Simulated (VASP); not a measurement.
# CdSiN2 (P-4m2) in VASP: further runs

Aim: see how the results for CdSiN2 move with the level of theory and the settings. Levels: PBE, LDA. Tasks: relaxation of cell and atoms, single point.

All numbers are computed with VASP 6.6.1; they aren't measurements. Logs are shortened: lines on timing, memory, paths and dates and some standing lists are left out, and cuts for length are marked.

### 1 The cell of the first run

Symmetry: P-4m2, No. 115, tetragonal system. The conventional cell has a = 3.059 Å, b = 3.059 Å, c = 4.325 Å, α = 90.00°, β = 90.00°, γ = 90.00°. Within 2.5 Å of Cd (site symmetry -4m2) lie 4 N at 1.87 Å. N (site symmetry 2mm) has 2 Cd at 1.87 Å and 2 Si at 1.87 Å within 2.5 Å. Si (site symmetry -4m2) has 4 N at 1.87 Å within 2.5 Å.

### 2 Relaxation of cell and atoms, PBE

Input file INCAR:

```
SYSTEM = CdSiN2
PREC = Accurate ; ENCUT = 600
EDIFF = 1E-6 ; ISMEAR = -1
SIGMA = 0.02 ; LREAL = .False.
LASPH = .True. ; NELM = 100
ALGO = Normal ; ISIF = 3
LWAVE = .False. ; LCHARG = .False.
GGA = PE ; IBRION = 2
NSW = 80 ; EDIFFG = -0.005
```

Input file KPOINTS:

```
regular mesh
0
Gamma
  8 8 6
  0 0 0
```

Input file POSCAR:

```
CdSiN2
1.0
    3.0585145425      0.0000000000      0.0000000000
    0.0000000000      3.0585145425      0.0000000000
    0.0000000000      0.0000000000      4.3253927467
Cd N Si
1 2 1
Direct
    0.0000000000      0.0000000000      0.0000000000
    0.0000000000      0.5000000000      0.2500000000
    0.5000000000      0.0000000000      0.7500000000
    0.5000000000      0.5000000000      0.5000000000
```

Potentials or basis: VASP PAW PBE potentials, release 64 (Cd, N, Si).

Run with:

```sh
> cat potpaw_PBE.64/Cd/POTCAR potpaw_PBE.64/N/POTCAR potpaw_PBE.64/Si/POTCAR > POTCAR
> mpirun -np 1 vasp_std > vasp.out
```

OUTCAR:

```text
SYSTEM = CdSiN2
   PREC = Accurate
   ENCUT = 600
   EDIFF = 1E-6
   ISMEAR = -1
   LREAL = .False.
   LASPH = .True.
   NELM = 100
   ISIF = 3
   GGA = PE
   IBRION = 2
   NSW = 80
   EDIFFG = -0.005

 ion  position               nearest neighbor table
   1  0.000  0.000  0.000-   2 1.87   3 1.87   2 1.87   3 1.87   4 3.06   4 3.06   4 3.06   4 3.06
                             4 3.06   4 3.06   4 3.06   4 3.06
   2  0.000  0.500  0.250-   1 1.87   4 1.87   1 1.87   4 1.87
   3  0.500  0.000  0.750-   1 1.87   4 1.87   4 1.87   1 1.87
   4  0.500  0.500  0.500-   2 1.87   3 1.87   3 1.87   2 1.87   1 3.06   1 3.06   1 3.06   1 3.06
                             1 3.06   1 3.06   1 3.06   1 3.06

  LATTYP: Found a simple tetragonal cell.
 ALAT       =     3.0585145425
 C/A-ratio  =     1.4142135624

  Lattice vectors:

 A1 = (   3.0585145425,   0.0000000000,   0.0000000000)
 A2 = (   0.0000000000,   3.0585145425,   0.0000000000)
 A3 = (   0.0000000000,   0.0000000000,   4.3253927467)

Analysis of symmetry for initial positions (statically):
=====================================================================
 Subroutine PRICEL returns:
 Original cell was already a primitive cell.

 Routine SETGRP: Setting up the symmetry group for a
 simple tetragonal supercell.

 Subroutine GETGRP returns: Found  8 space group operations
 (whereof  8 operations were pure point group operations)
 out of a pool of 16 trial point group operations.

The static configuration has the point symmetry D_2d.

Analysis of symmetry for dynamics (positions and initial velocities):
=====================================================================
 Subroutine PRICEL returns:
 Original cell was already a primitive cell.

 Routine SETGRP: Setting up the symmetry group for a
 simple tetragonal supercell.

 Subroutine GETGRP returns: Found  8 space group operations
 (whereof  8 operations were pure point group operations)
 out of a pool of 16 trial point group operations.

The dynamic configuration has the point symmetry D_2d.

 Subroutine INISYM returns: Found  8 space group operations
 (whereof  8 operations are pure point group operations),
 and found     1 'primitive' translations

----------------------------------------------------------------------------------------

                                     Primitive cell

  volume of cell :      40.4619

  direct lattice vectors                    reciprocal lattice vectors
     3.058514543  0.000000000  0.000000000     0.326956104  0.000000000  0.000000000
     0.000000000  3.058514543  0.000000000     0.000000000  0.326956104  0.000000000
     0.000000000  0.000000000  4.325392747     0.000000000  0.000000000  0.231192879

  length of vectors
     3.058514543  3.058514543  4.325392747     0.326956104  0.326956104  0.231192879

  position of ions in fractional coordinates (direct lattice)
     0.000000000  0.000000000  0.000000000
     0.000000000  0.500000000  0.250000000
     0.500000000  0.000000000  0.750000000
     0.500000000  0.500000000  0.500000000

  ion indices of the primitive-cell ions
   primitive index   ion index
                 1           1
                 2           2
                 3           3
                 4           4

----------------------------------------------------------------------------------------

 KPOINTS: regular mesh

Automatic generation of k-mesh.
 Grid dimensions read from file:
 generate k-points for:    8    8    6

 Generating k-lattice:

  Cartesian coordinates                     Fractional coordinates (reciprocal lattice)
     0.040869513  0.000000000  0.000000000     0.125000000  0.000000000  0.000000000
     0.000000000  0.040869513  0.000000000     0.000000000  0.125000000  0.000000000
     0.000000000  0.000000000  0.038532146     0.000000000  0.000000000  0.166666667

  Length of vectors
     0.040869513  0.040869513  0.038532146

  Shift w.r.t. Gamma in fractional coordinates (k-lattice)
     0.000000000  0.000000000  0.000000000

 Subroutine IBZKPT returns following result:
 ===========================================

 Found     60 irreducible k-points:

 Following reciprocal coordinates:
            Coordinates               Weight
  0.000000  0.000000  0.000000      1.000000
  0.125000  0.000000  0.000000      4.000000
  0.250000  0.000000  0.000000      4.000000
  0.375000  0.000000  0.000000      4.000000
  0.500000  0.000000  0.000000      2.000000
  0.125000  0.125000  0.000000      4.000000
[... 16 lines left out ...]
  0.375000  0.125000  0.166667     16.000000
  0.500000  0.125000  0.166667      8.000000
 [... further k-points ...]
   k-points           NKPTS =     60   k-points in BZ     NKDIM =     60   number of bands    NBANDS=     17
   number of dos      NEDOS =    301   number of ions     NIONS =      4
   total plane-waves  NPLWV =  20736
   dimension x,y,z NGX =    24 NGY =   24 NGZ =   36
   dimension x,y,z NGXF=    48 NGYF=   48 NGZF=   72
   ions per type =               1   2   1
   NGX,Y,Z   is equivalent  to a cutoff of  13.05, 13.05, 13.84 a.u.
   NGXF,Y,Z  is equivalent  to a cutoff of  26.09, 26.09, 27.67 a.u.
 SYSTEM =  CdSiN2
   PREC   = accura    normal or accurate (medium, high low for compatibility)
   ISTART =      0    job   : 0-new  1-cont  2-samecut
   ICHARG =      2    charge: 1-file 2-atom 10-const
   ISPIN  =      1    spin polarized calculation?
   LNONCOLLINEAR =      F non collinear calculations
   LSORBIT =      F    spin-orbit coupling
   LASPH  =      T    aspherical Exc in radial PAW
   ENCUT  =  600.0 eV  44.10 Ry    6.64 a.u.   6.11  6.11  8.64*2*pi/ulx,y,z
   NELM   =    100;   NELMIN=  2; NELMDL= -5     # of ELM steps
   EDIFF  = 0.1E-05   stopping-criterion for ELM
   LREAL  =      F    real-space projection
   EDIFFG = -.5E-02   stopping-criterion for IOM
   NSW    =     80    number of steps for IOM
   IBRION =      2    ionic relax: 0-MD 1-quasi-New 2-CG
   NFREE  =      1    steps in history (QN), initial steepest desc. (CG)
   ISIF   =      3    stress and relaxation
   ISYM   =      2    0-nonsym 1-usesym 2-fastsym
   POTIM  = 0.5000    time-step for ionic-motion
   TEBEG  =    0.0;   TEEND  =   0.0 temperature during run
   PSTRESS=    0.0 pullay stress
   NELECT =      26.0000    total number of electrons
   NUPDOWN=      -1.0000    fix difference up-down
   EMIN   =  10.00;   EMAX   =-10.00  energy-range for DOS
   EFERMI =   0.00;   METHOD = LEGACY
   ISMEAR =    -1;   SIGMA  =   0.02  broadening in eV -4-tet -1-fermi 0-gaus
   EFERMI_NEDOS =   21; number of points for ismear=-14 and -15
   IALGO  =     38    algorithm
   IMIX   =      4    mixing-type and parameters
     AMIX     =   0.40;   BMIX     =  1.00
     AMIX_MAG =   1.60;   BMIX_MAG =  1.00
  volume/ion in A,a.u.               =      10.12        68.26
  Fermi-wavevector in a.u.,A,eV,Ry     =   1.412701  2.669619 27.153493  1.995725
  Thomas-Fermi vector in A             =   2.534423
   LORBIT       =      0    0 simple, 1 ext, 2 COOP (PROOUT), +10 PAW based schemes
   GGA     = PE    functional components
   LHFCALC =     F    Hartree Fock is set to
   AEXX    =    0.0000 exact exchange contribution
   IVDW    =     0    specifies the selected vdW correction
   LEPSILON=     F    determine dielectric tensor
   LRPA    =     F    only Hartree local field effects (RPA)
 conjugate gradient relaxation of ions
 non-spin polarized calculation
  energy-cutoff  :      600.00
  volume of cell :       40.46
 maximum number of plane-waves:      1384
   NGX = 13   NGY = 13   NGZ = 17

--------------------------------------- Ionic step        1  -------------------------------------------

 number of electron      25.9999992 magnetization

 Free energy of the ion-electron system (eV)
  ---------------------------------------------------
  ext. energy  EPLUGINS =         0.00000000
  ---------------------------------------------------
  free energy    TOTEN  =       -19.32019898 eV

  energy without entropy =      -19.32019898  energy(sigma->0) =      -19.32019898

------------------------ aborting loop because EDIFF is reached ----------------------------------------

  FORCE on cell =-STRESS in cart. coord.  units (eV):
  Direction    XX          YY          ZZ          XY          YZ          ZX
  --------------------------------------------------------------------------------------
  -------------------------------------------------------------------------------------
  Total       17.6294266     17.6294266     18.5614381      0.0000000     -0.0000000      0.0000000
  in kB      698.0750599    698.0750599    734.9800589      0.0000000     -0.0000000      0.0000000
  external PRESSURE =     710.3767262 kB  Pullay stress =       0.0000000 kB
[... 23 lines left out ...]
  energy  without entropy=      -19.3201989755  energy(sigma->0) =      -19.32019898

--------------------------------------- Ionic step        2  -------------------------------------------

 number of electron      25.9999996 magnetization

 E-fermi :   1.9379     XC(G=0):  -9.3834

 val. band max:        1.9370614405   @ k =   0.5000   0.1250   0.5000
 cond. band min:       2.1103825807   @ k =   0.1250   0.0000   0.0000
 fundamental gap:      0.1733211402
 Fermi energy:         1.9378677718

 k-point     1 :       0.0000    0.0000    0.0000
  band No.  band energies     occupation
      1     -12.9220      2.00000
      2     -10.4441      2.00000
      3      -6.0654      2.00000
      4      -5.8286      2.00000
      5      -5.8092      2.00000
      6      -5.7608      2.00000
[... 9 lines left out ...]
     16       5.5174      0.00000
     17      10.1359      0.00000
[... 443 lines left out ...]
      1     -11.7563      2.00000
      2     -11.2907      2.00000
      3      -6.0358      2.00000
      4      -5.9501      2.00000
      5      -5.9091      2.00000
      6      -5.7649      2.00000
[... 9 lines left out ...]
     16       4.6366      0.00000
     17       8.4120      0.00000

 [... further k-points ...]
[... 5 lines left out ...]
  --------------------------------------------------------------------------------------
  -------------------------------------------------------------------------------------
  Total      -14.2491218    -14.2491218     -8.9274002      0.0000000      0.0000000      0.0000000
  in kB     -313.5218636   -313.5218636   -196.4286081      0.0000000      0.0000000      0.0000000
  external PRESSURE =    -274.4907784 kB  Pullay stress =       0.0000000 kB
[... 57 lines left out ...]
  FREE ENERGIE OF THE ION-ELECTRON SYSTEM (eV)
  ---------------------------------------------------
  free  energy   TOTEN  =       -23.6759964717 eV

  energy  without entropy=      -23.6759962421  energy(sigma->0) =      -23.67599636

[... ionic steps 4 to 10 ...]

--------------------------------------- Ionic step       11  -------------------------------------------

 number of electron      25.9999990 magnetization

------------------------ aborting loop because EDIFF is reached ----------------------------------------

  FORCE on cell =-STRESS in cart. coord.  units (eV):
  Direction    XX          YY          ZZ          XY          YZ          ZX
  --------------------------------------------------------------------------------------
  -------------------------------------------------------------------------------------
  Total        0.0999825      0.0999825     -0.4092763      0.0000000      0.0000000     -0.0000000
  in kB        3.3089621      3.3089621    -13.5451643      0.0000000      0.0000000     -0.0000000
  external PRESSURE =      -2.3090801 kB  Pullay stress =       0.0000000 kB
[... 61 lines left out ...]
  energy  without entropy=      -24.2990728564  energy(sigma->0) =      -24.29907286

--------------------------------------- Ionic step       13  -------------------------------------------

 number of electron      25.9999993 magnetization

 Free energy of the ion-electron system (eV)
  ---------------------------------------------------
  ext. energy  EPLUGINS =         0.00000000
  ---------------------------------------------------
  free energy    TOTEN  =       -24.29915415 eV

  energy without entropy =      -24.29915415  energy(sigma->0) =      -24.29915415

 E-fermi :   5.3674     XC(G=0): -11.3002

 val. band max:        4.9699547868   @ k =   0.5000   0.0000   0.5000
 cond. band min:       6.0059661635   @ k =   0.0000   0.0000   0.0000
 fundamental gap:      1.0360113767
 Fermi energy:         5.3673728788

 k-point     1 :       0.0000    0.0000    0.0000
  band No.  band energies     occupation
      1     -11.8165      2.00000
      2      -8.9007      2.00000
      3      -3.4930      2.00000
      4      -3.1428      2.00000
      5      -2.6327      2.00000
      6      -2.6327      2.00000
[... 9 lines left out ...]
     16      11.0376      0.00000
     17      15.5269      0.00000
[... 443 lines left out ...]
      1      -9.9458      2.00000
      2      -9.3880      2.00000
      3      -3.9455      2.00000
      4      -3.2326      2.00000
      5      -2.8301      2.00000
      6      -2.6540      2.00000
[... 9 lines left out ...]
     16      11.0646      0.00000
     17      13.6896      0.00000

 [... further k-points ...]
[... 5 lines left out ...]
  --------------------------------------------------------------------------------------
  -------------------------------------------------------------------------------------
  Total        0.0161620      0.0161620      0.0029259      0.0000000      0.0000000      0.0000000
  in kB        0.5357506      0.5357506      0.0969889      0.0000000      0.0000000      0.0000000
  external PRESSURE =       0.3894967 kB  Pullay stress =       0.0000000 kB
[... 19 lines left out ...]
  FREE ENERGIE OF THE ION-ELECTRON SYSTEM (eV)
  ---------------------------------------------------
  free  energy   TOTEN  =       -24.2991541523 eV

  energy  without entropy=      -24.2991541523  energy(sigma->0) =      -24.29915415

 reached required accuracy - stopping structural energy minimisation
```

It took 1.8 min on 1 thread of Intel Xeon 6975P-C (Granite Rapids), shared host; peak memory 0.19 GiB.

What came out:

```yaml
Free_energy: -24.2992 eV
Relaxed_volume: 12.08 Å³/atom
Relaxed_cell: a = 3.066 Å, b = 3.066 Å, c = 5.142 Å, α = 90.00°, β = 90.00°, γ = 90.00°
Space_group_after_relaxing_to_0.05_Å: P-4m2 (No. 115)
Energy_gained_by_relaxing: 1244.7 meV/atom
Ionic_steps: 13
Pressure_after_relaxing: 0.0 GPa
Band_gap_on_the_k_mesh: 1.04 eV, indirect (least direct gap 1.07 eV)
```

Step by step:
| step | energy change (eV) | largest force (eV/Å) | pressure (GPa) | volume (Å³) |
| --- | --- | --- | --- | --- |
| 1 | 0.0000 | 11.1169 | 71.04 | 40.46 |
| 2 | -1.1270 | 1.1217 | -27.45 | 72.82 |
| 3 | -4.3558 | 0.7174 | -13.70 | 53.33 |
| 4 | -4.4087 | 1.0803 | -10.94 | 52.17 |
| 5 | -4.4235 | 1.4957 | -7.69 | 51.00 |
| 6 | -4.8302 | 0.2589 | 2.55 | 47.89 |
| 7 | -4.8351 | 0.5100 | 4.19 | 47.54 |
| 8 | -4.9407 | 0.5815 | -0.35 | 48.70 |
| 9 | -4.9525 | 0.5850 | -2.51 | 49.28 |
| 10 | -4.9768 | 0.0607 | -0.07 | 48.35 |
| 11 | -4.9770 | 0.0985 | -0.23 | 48.41 |
| 12 | -4.9789 | 0.0204 | -0.01 | 48.35 |
| 13 | -4.9790 | 0.0009 | 0.04 | 48.33 |

Final structure:
```
Cd N Si
1.0
     3.06584    0.00000    0.00000
     0.00000    3.06584    0.00000
     0.00000    0.00000    5.14213
Cd N Si
1 2 1
Direct
  0.00000 0.00000 0.00000
  0.00000 0.50000 0.32076
  0.50000 0.00000 0.67924
  0.50000 0.50000 0.50000
```

Caveat: the volume moved by over 15 % at a fixed basis, so the end points are rough. A k mesh can miss the band edges.

### 3 Single point, LDA

This run uses another cell than the first one, of 11.76 Å³/atom, 1.163 times its volume.

Input file INCAR:

```
SYSTEM = CdSiN2
  PREC = Accurate
  ENCUT = 520
  EDIFF = 1E-6
  ISMEAR = 0
  SIGMA = 0.01
  LREAL = .False.
  LASPH = .True.
  NELM = 100
  ALGO = Normal
  ISIF = 2
  LWAVE = .False.
  LCHARG = .False.
  NBANDS = 21
```

Input file KPOINTS:

```
Automatic mesh
0
Gamma
  8 8 6
  0 0 0
```

Input file POSCAR:

```
CdSiN2
1.0
    3.0339884445      0.0000000000      0.0000000000
    0.0000000000      3.0339884445      0.0000000000
    0.0000000000      0.0000000000      5.1102333224
Cd N Si
1 2 1
Direct
    0.0000000000      0.0000000000      0.0000000000
    0.0000000000      0.5000000000      0.3197391382
    0.5000000000      0.0000000000      0.6802608618
    0.5000000000      0.5000000000      0.5000000000
```

Potentials or basis: VASP PAW LDA potentials, release 64 (Cd, N, Si).

Run with:

```sh
> cat potpaw_LDA.64/Cd/POTCAR potpaw_LDA.64/N/POTCAR potpaw_LDA.64/Si/POTCAR > POTCAR
> mpirun -np 1 vasp_std > vasp.out
```

It took 17 s on 1 thread of Intel Xeon 6975P-C (Granite Rapids), shared host; peak memory 0.18 GiB.

Results (log left out):

```yaml
Free_energy: -27.8234 eV
Pressure: -4.5 GPa
Largest_force: 0.105 eV/Å
Band_gap_on_the_k_mesh: 1.20 eV, indirect (least direct gap 1.24 eV)
```

Forces in eV/Å, atoms in the order of the input:
```
Cd   0.000  0.000  0.000
N    0.000  0.000 -0.105
N    0.000  0.000  0.105
Si   0.000  0.000  0.000
```

Stress tensor (GPa, compression positive):
```
-3.89  0.00  0.00
 0.00 -3.89  0.00
 0.00  0.00 -5.81
```

Levels at points of the mesh, in eV from the valence-band top:
| k point | band 11 | band 12 | band 13 | band 14 | band 15 | band 16 |
| --- | --- | --- | --- | --- | --- | --- |
| (0.00, 0.00, 0.00) | -2.56 | -0.04 | -0.04 | 1.20 | 4.28 | 6.16 |
| (0.50, 0.00, 0.00) | -3.21 | -3.15 | -0.11 | 3.98 | 5.18 | 5.34 |
| (0.50, 0.50, 0.00) | -2.51 | -2.51 | -1.71 | 2.78 | 2.78 | 6.40 |
| (0.00, 0.00, 0.50) | -3.62 | -0.48 | -0.48 | 3.58 | 3.95 | 4.22 |
| (0.50, 0.00, 0.50) | -1.91 | -1.44 | 0.00 | 3.15 | 3.86 | 6.06 |
| (0.50, 0.50, 0.50) | -3.45 | -3.45 | -1.88 | 5.45 | 5.45 | 7.37 |

A k mesh can miss the band edges.
